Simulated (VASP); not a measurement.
# RbAs2 in VASP: further runs

Runs on RbAs2. Level: PBE. Tasks: single point.

Program: VASP 6.6.1. These are calculated values, not measurements. Logs are shortened: lines on timing, memory, paths and dates and some standing lists are left out, and cuts for length are marked.

### 1 The cell of the first run

The typed cell holds 6 atoms: a = 6.995 Å, b = 6.995 Å, c = 10.027 Å, α = 90.00°, β = 90.00°, γ = 34.51°.

The cell was generated, and may not be a known phase.

### 2 Single point, PBE

INCAR

```
PREC = Accurate
ENCUT = 520
EDIFF = 1E-7
ISMEAR = 0
SIGMA = 0.1
LREAL = F
LASPH = T
NELM = 80
ALGO = Normal
ISIF = 2
LWAVE = F
LCHARG = F
GGA = PE
NBANDS = 28
```

KPOINTS

```
Automatic mesh
0
Gamma
  4 4 2
```

POSCAR

```
RbAs2
1.0
    6.6800514608     -2.0749076034      0.0000000000
    6.6800514608      2.0749076034      0.0000000000
    0.0000000000      0.0000000000     10.0266550353
Rb As
2 4
Direct
    0.2504836987      0.7495163013      0.7500000000
    0.7495163013      0.2504836987      0.2500000000
    0.9537613815      0.4539136070      0.7500000000
    0.5460863930      0.0462386185      0.7500000000
    0.0462386185      0.5460863930      0.2500000000
    0.4539136070      0.9537613815      0.2500000000
```

Potentials or basis: VASP PAW PBE potentials, release 64 (Rb_sv, As).

On the command line:

```bash
$ cat potpaw_PBE.64/Rb_sv/POTCAR potpaw_PBE.64/As/POTCAR > POTCAR
$ mpirun -np 1 vasp_std > vasp.out
```

OUTCAR:

```text
PREC = Accurate
   ENCUT = 520
   EDIFF = 1E-7
   ISMEAR = 0
   LREAL = F
   LASPH = T
   NELM = 80
   ISIF = 2
   GGA = PE

 ion  position               nearest neighbor table
   1  0.250  0.750  0.750-   3 3.42   4 3.42   3 3.43   4 3.43   3 3.96   4 3.96   2 5.42   2 5.42
                             2 5.43   2 5.43
   2  0.750  0.250  0.250-   6 3.42   5 3.42   5 3.43   6 3.43   5 3.96   6 3.96   1 5.42   1 5.42
                             1 5.43   1 5.43
   3  0.954  0.454  0.750-   4 2.41   4 2.41   1 3.42   1 3.43   1 3.96
   4  0.546  0.046  0.750-   3 2.41   3 2.41   1 3.42   1 3.43   1 3.96
   5  0.046  0.546  0.250-   6 2.41   6 2.41   2 3.42   2 3.43   2 3.96
   6  0.454  0.954  0.250-   5 2.41   5 2.41   2 3.42   2 3.43   2 3.96

  LATTYP: Found a base centered orthorhombic cell.
 ALAT       =     4.1498152068
 B/A-ratio  =     3.2194452658
 C/A-ratio  =     2.4161690426

  Lattice vectors:

 A1 = (  -6.6800514608,  -2.0749076034,   0.0000000000)
 A2 = (   6.6800514608,  -2.0749076034,   0.0000000000)
 A3 = (   0.0000000000,   0.0000000000,  10.0266550353)

Analysis of symmetry for initial positions (statically):
=====================================================================
 Subroutine PRICEL returns:
 Original cell was already a primitive cell.

 Routine SETGRP: Setting up the symmetry group for a
 base centered orthorhombic supercell.

 Subroutine GETGRP returns: Found  8 space group operations
 (whereof  4 operations were pure point group operations)
 out of a pool of  8 trial point group operations.

The static configuration has the point symmetry C_2h.
 The point group associated with its full space group is D_2h.

Analysis of symmetry for dynamics (positions and initial velocities):
=====================================================================
 Subroutine PRICEL returns:
 Original cell was already a primitive cell.

 Routine SETGRP: Setting up the symmetry group for a
 base centered orthorhombic supercell.

 Subroutine GETGRP returns: Found  8 space group operations
 (whereof  4 operations were pure point group operations)
 out of a pool of  8 trial point group operations.

The dynamic configuration has the point symmetry C_2h.
 The point group associated with its full space group is D_2h.

 Subroutine INISYM returns: Found  8 space group operations
 (whereof  4 operations are pure point group operations),
 and found     1 'primitive' translations

----------------------------------------------------------------------------------------
[... 94 lines left out ...]
   IBRION =     -1    ionic relax: 0-MD 1-quasi-New 2-CG
   NFREE  =      0    steps in history (QN), initial steepest desc. (CG)
   ISIF   =      2    stress and relaxation
   ISYM   =      2    0-nonsym 1-usesym 2-fastsym
   POTIM  = 0.5000    time-step for ionic-motion
   TEBEG  =    0.0;   TEEND  =   0.0 temperature during run
   PSTRESS=    0.0 pullay stress
   NELECT =      38.0000    total number of electrons
   NUPDOWN=      -1.0000    fix difference up-down
   EMIN   =  10.00;   EMAX   =-10.00  energy-range for DOS
   EFERMI =   0.00;   METHOD = LEGACY
   ISMEAR =     0;   SIGMA  =   0.10  broadening in eV -4-tet -1-fermi 0-gaus
   EFERMI_NEDOS =   21; number of points for ismear=-14 and -15
   IALGO  =     38    algorithm
   IMIX   =      4    mixing-type and parameters
     AMIX     =   0.40;   BMIX     =  1.00
     AMIX_MAG =   1.60;   BMIX_MAG =  1.00
  volume/ion in A,a.u.               =      46.32       312.62
  Fermi-wavevector in a.u.,A,eV,Ry     =   0.843363  1.593725  9.677293  0.711261
  Thomas-Fermi vector in A             =   1.958218
   LORBIT       =      0    0 simple, 1 ext, 2 COOP (PROOUT), +10 PAW based schemes
   GGA     = PE    functional components
   LHFCALC =     F    Hartree Fock is set to
   AEXX    =    0.0000 exact exchange contribution
   IVDW    =     0    specifies the selected vdW correction
   LEPSILON=     F    determine dielectric tensor
   LRPA    =     F    only Hartree local field effects (RPA)
 non-spin polarized calculation
 Gauss-broadening in eV      SIGMA  =   0.10
  energy-cutoff  :      520.00
  volume of cell :      277.95
 maximum number of plane-waves:      7528
 NGX is ok and might be reduce to    54

 number of electron      37.9999999 magnetization

 Free energy of the ion-electron system (eV)
  ---------------------------------------------------
  ext. energy  EPLUGINS =         0.00000000
  ---------------------------------------------------
  free energy    TOTEN  =       -21.18914108 eV

  energy without entropy =      -21.18914108  energy(sigma->0) =      -21.18914108

 E-fermi :   0.7162     XC(G=0):  -6.5222

 val. band max:        0.3193870889   @ k =   0.5000   0.5000   0.0000
 cond. band min:       1.1268660192   @ k =   0.5000   0.2500   0.0000
 fundamental gap:      0.8074789303
 Fermi energy:         0.7161939248

 k-point     1 :       0.0000    0.0000    0.0000
  band No.  band energies     occupation
      1     -27.2961      2.00000
      2     -27.2953      2.00000
      3     -12.0048      2.00000
      4     -11.9703      2.00000
      5     -11.5153      2.00000
      6     -11.4787      2.00000
[... 423 lines left out ...]
     27       4.3166      0.00000
     28       4.3166      0.00000

------------------------ aborting loop because EDIFF is reached ----------------------------------------

  FORCE on cell =-STRESS in cart. coord.  units (eV):
  Direction    XX          YY          ZZ          XY          YZ          ZX
  --------------------------------------------------------------------------------------
  -------------------------------------------------------------------------------------
  Total        0.3886780      0.2806843      0.5263061      0.0000000      0.0000000      0.0000000
  in kB        2.2404534      1.6179461      3.0337817      0.0000000      0.0000000      0.0000000
  external PRESSURE =       2.2973937 kB  Pullay stress =       0.0000000 kB

 VOLUME and BASIS-vectors are now :
 -----------------------------------------------------------------------------
  energy-cutoff  :      520.00
  volume of cell :      277.95
      direct lattice vectors                 reciprocal lattice vectors
     6.680051461 -2.074907603  0.000000000     0.074849723 -0.240974586  0.000000000
     6.680051461  2.074907603  0.000000000     0.074849723  0.240974586  0.000000000
     0.000000000  0.000000000 10.026655035     0.000000000  0.000000000  0.099734158

 POSITION                                       TOTAL-FORCE (eV/Angst)
 -----------------------------------------------------------------------------------
      6.68005      1.03545      7.51999        -0.000000      0.003524      0.000000
      6.68005     -1.03545      2.50666        -0.000000     -0.003524     -0.000000
      9.40334     -1.03714      7.51999        -0.042955     -0.001719     -0.000000
      3.95676     -1.03714      7.51999         0.042955     -0.001719     -0.000000
      3.95676      1.03714      2.50666         0.042955      0.001719     -0.000000
      9.40334      1.03714      2.50666        -0.042955      0.001719      0.000000
 -----------------------------------------------------------------------------------
    total drift:                               -0.000000     -0.000000     -0.000000

  FREE ENERGIE OF THE ION-ELECTRON SYSTEM (eV)
  ---------------------------------------------------
  free  energy   TOTEN  =       -21.1891410802 eV

  energy  without entropy=      -21.1891410795  energy(sigma->0) =      -21.18914108
```

stdout:

```text
POSCAR found type information on POSCAR RbAs
 POSCAR found :  2 types and       6 ions
 scaLAPACK will be used
 LDA part: xc-table for (Slater+PW92), standard interpolation
 POSCAR, INCAR and KPOINTS ok, starting setup
 FFT: planning ... GRIDC
 FFT: planning ... GRID_SOFT
 FFT: planning ... GRID
 WAVECAR not read
 entering main loop
```

Wall time 1.9 min (1 thread of Intel Xeon 6975P-C (Granite Rapids), shared host); peak memory 0.53 GiB.

What came out:

```yaml
Free_energy: -21.1891 eV
Pressure: 0.2 GPa
Largest_force: 0.043 eV/Å
Band_gap_on_the_k_mesh: zero (bands 19 and 20 overlap by 1.54 eV)
```

Forces in eV/Å, atoms in the order of the input:
```
Rb   0.000  0.004  0.000
Rb   0.000 -0.004  0.000
As  -0.043 -0.002  0.000
As   0.043 -0.002  0.000
As   0.043  0.002  0.000
As  -0.043  0.002  0.000
```

Levels at points of the mesh, in eV from the Fermi level:
```csv
k point,band 17,band 18,band 19,band 20,band 21,band 22,band 23,band 24
"(0.00, 0.00, 0.00)",-1.51,-1.27,-0.46,-0.42,0.79,1.40,1.72,2.93
"(0.50, 0.00, 0.00)",-1.24,-1.24,-0.69,-0.69,2.56,2.56,3.18,3.18
"(0.50, 0.50, 0.00)",-1.11,-0.97,-0.47,-0.40,0.62,1.45,1.56,2.75
"(0.00, 0.00, 0.50)",-1.37,-1.37,-0.45,-0.45,1.10,1.10,2.25,2.25
"(0.50, 0.00, 0.50)",-1.03,-1.03,-0.93,-0.93,2.55,2.55,3.23,3.23
"(0.50, 0.50, 0.50)",-1.04,-1.04,-0.43,-0.43,0.92,0.92,2.25,2.25
```

Caveat: the k points lie up to 0.40 Å⁻¹ apart, too coarse for converged energies and pressures of a metal.

### 3 Single point, PBE

This run uses another cell than the first one: it holds 3 atoms, not 6.

INCAR

```
SYSTEM = RbAs2
PREC     = Accurate       ! precision mode
ENCUT    = 520            ! plane-wave cutoff, eV
EDIFF    = 1E-7           ! SCF threshold, eV
ISMEAR   = 0              ! smearing method
SIGMA    = 0.1            ! smearing width, eV
LREAL    = .FALSE.        ! projectors in reciprocal space
LASPH    = .TRUE.         ! aspherical terms in the spheres
NELM     = 100            ! most SCF steps
ALGO     = Normal         ! electronic algorithm
ISIF     = 2              ! what is computed and relaxed
LWAVE    = .FALSE.        ! write WAVECAR
LCHARG   = .FALSE.        ! write CHGCAR
GGA      = PE             ! functional
NBANDS   = 16             ! bands
```

KPOINTS

```
regular mesh
0
G
  12 12 12
  0 0 0
```

POSCAR

```
RbAs2
1.0
    0.0000000000      7.1466786612      6.7575910358
    2.0761878543      0.0000000000      6.7575910358
    2.0761878543      7.1466786612      0.0000000000
Rb As
1 2
Direct
    0.5000000000      0.5000000000      0.5000000000
    0.2035243166      0.2035243166      0.7964756834
    0.7964756834      0.7964756834      0.2035243166
```

Potentials or basis: VASP PAW PBE potentials, release 64 (Rb_sv, As).

On the command line:

```bash
$ cat potpaw_PBE.64/Rb_sv/POTCAR potpaw_PBE.64/As/POTCAR > POTCAR
$ mpirun -np 1 vasp_std > vasp.out
```

Run time: 16 min. Hardware: 1 thread of Intel Xeon 6975P-C (Granite Rapids), shared host; peak memory 1.2 GiB.

It converged, with:

```yaml
Free_energy: -10.4712 eV
Pressure: 0.1 GPa
Largest_force: 0.036 eV/Å
Band_gap_on_the_k_mesh: zero (an odd number of electrons rules out a gap without spin polarisation)
```

Forces in eV/Å, atoms in the order of the input:
```
Rb   0.000  0.000  0.000
As   0.000  0.000 -0.036
As   0.000  0.000  0.036
```

Levels at points of the mesh, in eV from the Fermi level:
```
           k point  band 8  band 9  band 10  band 11  band 12  band 13
(0.00, 0.00, 0.00)   -2.67   -1.36    -0.39     1.13     1.79     3.68
(0.50, 0.00, 0.00)   -2.82   -0.99    -0.91     2.65     3.43     3.45
(0.50, 0.50, 0.00)   -2.70   -0.97    -0.46     1.13     1.92     2.94
(0.50, 0.00, 0.50)   -2.73   -1.34    -0.39     1.05     2.62     3.11
(0.00, 0.50, 0.50)   -2.76   -0.95    -0.45     0.92     2.45     2.98
```

The gap in the log of VASP goes by the Fermi energy; the results here count the filled bands.